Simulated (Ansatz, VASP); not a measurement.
Two plane-wave programs on SnSe2

```
Sn Se
1.0
    -3.83905    0.00000    0.00000
    -1.91952   -3.32471    0.00000
     0.00000    0.00000   15.02326
Sn Se
2 4
Direct
  0.00000 0.00000 0.60023
  0.00000 0.00000 0.20008
  0.33333 0.33333 0.70633
  0.33333 0.33333 0.30618
  0.66667 0.66667 0.09398
  0.66667 0.66667 0.49413
```

Alike in both runs: task single point; functional PBE; dispersion D3(BJ); k mesh 10 × 10 × 3; occupations gaussian, width 0.03 eV; no spin polarisation.

|  | VASP | Ansatz |
| --- | --- | --- |
| version | VASP 6.6.1 | Ansatz 0.2.0 |
| potentials or method | VASP PAW PBE potentials, release 64 (Sn_d, Se), cutoff 520 eV | scalar-relativistic, plane waves, PAW |
| valence electrons in the cell | 52 | 92 |

VASP gave:

```
gap on the k mesh at the Fermi level (eV) : 0.68
least direct gap on the mesh (eV)         : 0.94
pressure (GPa)                            : -0.1
rms of the force components (eV/Å)        : 0.018
```

Q: What did Ansatz give for the same quantities?

A: gap on the k mesh at the Fermi level (eV): 0.68; least direct gap on the mesh (eV): 0.94; pressure (GPa): -0.2; rms of the force components (eV/Å): 0.012.

Atom by atom the forces differ by 0.007 eV/Å (rms over components). VASP's potentials hold 52 valence electrons a cell and Ansatz's 92, so a difference there can come from the potentials and not from the codes.
